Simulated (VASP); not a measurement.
Input of a VASP 6.6.1 run:

Contents of INCAR:

```
PREC     = Accurate       # precision mode
ENCUT    = 520            # plane-wave cutoff, eV
EDIFF    = 1E-7           # SCF threshold, eV
ISMEAR   = -1             # smearing method
SIGMA    = 0.1            # smearing width, eV
LREAL    = F              # projectors in reciprocal space
LASPH    = T              # aspherical terms in the spheres
NELM     = 100            # most SCF steps
ALGO     = Normal         # electronic algorithm
ISIF     = 2              # what is computed and relaxed
LWAVE    = F              # write WAVECAR
LCHARG   = F              # write CHGCAR
GGA      = PE             # functional
NBANDS   = 12             # bands
```

File KPOINTS:

```
Automatic mesh
0
Gamma
  18 18 18
```

Contents of POSCAR:

```
Tl
1.0
   -1.9888283440      1.9888283440      1.9888283440
    1.9888283440     -1.9888283440      1.9888283440
    1.9888283440      1.9888283440     -1.9888283440
Tl
1
Direct
    0.0000000000      0.0000000000      0.0000000000
```

Potentials or basis: VASP PAW PBE potentials, release 64 (Tl_d).

The run is started by

```console
$ cat potpaw_PBE.64/Tl_d/POTCAR > POTCAR
$ mpirun -np 1 vasp_std > vasp.out
```

Task: Predict the pressure.

Result: -0.1 GPa.

Task: Estimate the band gap on the k mesh.

Result: Zero (an odd number of electrons rules out a gap without spin polarisation).

Caveat: spin-orbit coupling is left out, which moves the levels of the heavy elements.
